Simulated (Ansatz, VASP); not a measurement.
## C in VASP and in Ansatz

The input INCAR:

```
SYSTEM = C
ALGO     = Normal         ! electronic algorithm
DIPOL    = 0.5 0.5 0.355
EDIFF    = 1E-7           ! SCF threshold, eV
ENCUT    = 520            ! plane-wave cutoff, eV
GGA      = PE             ! functional
IDIPOL   = 3            
ISIF     = 2              ! what is computed and relaxed
ISMEAR   = 0              ! smearing method
IVDW     = 12             ! dispersion correction
LASPH    = .True.         ! aspherical terms in the spheres
LCHARG   = .True.         ! write CHGCAR
LDIPOL   = .True.       
LELF     = .True.         ! ELF
LREAL    = .False.        ! projectors in reciprocal space
LVACPOTAV= .True.       
LVHAR    = .True.       
LWAVE    = .False.        ! write WAVECAR
NBANDS   = 16             ! bands
NELM     = 100            ! most SCF steps
PREC     = Accurate       ! precision mode
SIGMA    = 0.1            ! smearing width, eV
```

The input KPOINTS:

```
k-points
0
Gamma
  15 15 1
  0 0 0
```

The input POSCAR:

```
C
1.0
    2.4656524412      0.0000000000      0.0000000000
   -1.2328262206      2.1353176510      0.0000000000
    0.0000000000      0.0000000000     17.5000663888
C
4
Direct
    0.6666666667      0.3333333333      0.2571437785
    0.3333333333      0.6666666667      0.2571418816
    1.0000000000      1.0000000000      0.4520020789
    0.6666666667      1.3333333333      0.4520001821
```

Input for Ansatz:

```yaml
crystal:
  lattice:
    - [2.4656524412, 0.0, 0.0]
    - [-1.2328262206, 2.135317651, 0.0]
    - [0.0, 0.0, 17.5000663888]
  atoms:
    - { symbol: C, position: [0.6666666667, 0.3333333333, 0.2571437785] }
    - { symbol: C, position: [0.3333333333, 0.6666666667, 0.2571418816] }
    - { symbol: C, position: [1.0, 1.0, 0.4520020789] }
    - { symbol: C, position: [0.6666666667, 1.3333333333, 0.4520001821] }
basis:
  ecutwfc: 420
kpoints:
  mp_grid: { grid: [15, 15, 1] }
hamiltonian:
  xc: pbe
  pseudopotentials: { kind: paw, azcp: { folder: soft_1 } }
  dispersion: d3bj
scf:
  occupations: { method: gaussian, width: 0.1 }
output:
  forces: true
  eigenvalues: true
efield:
  axis: 3
  dipole_correction: true
  ramp_width: 0.04
```

Alike in both runs: task single point; functional PBE; dispersion D3(BJ); k mesh 15 × 15 × 1; occupations gaussian, width 0.1 eV; no spin polarisation.

```csv
,VASP,Ansatz
version,VASP 6.6.1,Ansatz 0.2.0
potentials or method,"VASP PAW PBE potentials, release 64 (C), cutoff 520 eV","scalar-relativistic, plane waves, PAW"
valence electrons in the cell,16,16
```

|  | VASP | Ansatz | Ansatz less VASP |
| --- | --- | --- | --- |
| gap on the k mesh at the Fermi level (eV) | none | none | - |
| rms of the force components (eV/Å) | 0.005 | 0.005 | 0.0000 |
| work function, face that differs most (eV) | 4.27 | 4.27 | -0.002 |

Atom by atom the forces differ by 0.000 eV/Å (rms over components). A gap of «none» marks a metal or a gap that the smearing closes.
